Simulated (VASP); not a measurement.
Here is a VASP 6.6.1 calculation.

File POSCAR:

```
AlN
1.0
    3.1130000000      0.0000000000      0.0000000000
   -1.5565000000      2.6959370820      0.0000000000
    0.0000000000      0.0000000000      4.9810000000
Al N
2 2
Direct
    0.6666666667      0.3333333333      0.5000000000
    0.3333333333      0.6666666667      0.0000000000
    0.6666666667      0.3333333333      0.8800000000
    0.3333333333      0.6666666667      0.3800000000
```

The input INCAR.step1:

```
ALGO = Normal
EDIFF = 1E-5
ENCUT = 520
GGA = PE
ISIF = 2
ISMEAR = -1
LASPH = T
LREAL = F
LWAVE = T
NBANDS = 16
NELM = 100
PREC = Accurate
SIGMA = 0.05
```

INCAR.step2

```
ALGO = Normal
EDIFF = 1E-7
ENCUT = 520
GGA = PE
HFSCREEN = 0.2079
ISIF = 2
ISMEAR = -1
ISTART = 1
LASPH = T
LCHARG = T
LELF = T
LHFCALC = T
LREAL = F
LVHAR = T
LWAVE = F
NBANDS = 16
NELM = 100
PREC = Accurate
PRECFOCK = Normal
SIGMA = 0.05
```

File KPOINTS:

```
k-points
0
Gamma
  6 6 3
```

Potentials or basis: VASP PAW PBE potentials, release 64 (Al, N).

Command:

```sh
$ cat potpaw_PBE.64/Al/POTCAR potpaw_PBE.64/N/POTCAR > POTCAR
$ cp INCAR.step1 INCAR
$ mpirun -np 1 vasp_std > vasp.out
$ cp INCAR.step2 INCAR
$ mpirun -np 1 vasp_std > vasp.out
```

(1) Predict the largest force.

(2) Predict the pressure.

(3) What does it give for the band gap on the k mesh?

Results:

(1) 0.127 eV/Å.

(2) -1.7 GPa.

(3) 5.57 eV.

Caveat: the k points lie up to 0.42 Å⁻¹ apart; the PAW data sets were made with another functional, which shifts forces and pressure a little.
